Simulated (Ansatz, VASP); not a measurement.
# SnSe: VASP beside Ansatz

The input INCAR:

```
ALGO = Normal
EDIFF = 1E-7
ENCUT = 520
ISIF = 2
ISMEAR = 0
LASPH = T
LCHARG = F
LREAL = F
LWAVE = F
NBANDS = 17
NELM = 60
PREC = Accurate
SIGMA = 0.05
```

KPOINTS

```
k-points
0
Gamma
  8 8 8
```

File POSCAR:

```
SnSe
1.0
    0.0000000000      2.8595000000      2.8595000000
    2.8595000000      0.0000000000      2.8595000000
    2.8595000000      2.8595000000      0.0000000000
Sn Se
1 1
Direct
    0.0000000000      0.0000000000      0.0000000000
    0.5000000000      0.5000000000      0.5000000000
```

Input for Ansatz:

```yaml
crystal:
  lattice:
    - [0.0, 2.8595, 2.8595]
    - [2.8595, 0.0, 2.8595]
    - [2.8595, 2.8595, 0.0]
  atoms:
    - { symbol: Sn, position: [0.0, 0.0, 0.0] }
    - { symbol: Se, position: [0.5, 0.5, 0.5] }
basis:
  ecutwfc: 420
kpoints:
  mp_grid: { grid: [8, 8, 8] }
hamiltonian:
  xc: lda
scf:
  occupations: { method: gaussian, width: 0.05 }
output:
  forces: true
  stress: true
  eigenvalues: true
  write_density: true
  write_potential: true
  elf: true
  volumetric_format: npy
```

Change from the starting cell: strain -0.050 along x and y, -0.050 along z, atoms carried along.

Alike in both runs: task single point; functional LDA; k mesh 8 × 8 × 8; occupations gaussian, width 0.05 eV; no spin polarisation.

```csv
,VASP,Ansatz
version,VASP 6.6.1,Ansatz 0.2.0
potentials or method,"VASP PAW LDA potentials, release 64 (Sn_d, Se), cutoff 520 eV","scalar-relativistic, plane waves, PAW"
valence electrons in the cell,20,30
```

```csv
,VASP,Ansatz,Ansatz less VASP
gap on the k mesh at the Fermi level (eV),0.63,0.64,+0.011
least direct gap on the mesh (eV),0.77,0.79,+0.017
pressure (GPa),6.8,6.6,-0.16
```

LDA's correlation is that of Perdew and Zunger in VASP and of Perdew and Wang (1992) in Ansatz. VASP's potentials hold 20 valence electrons a cell and Ansatz's 30, so a difference there can come from the potentials and not from the codes.
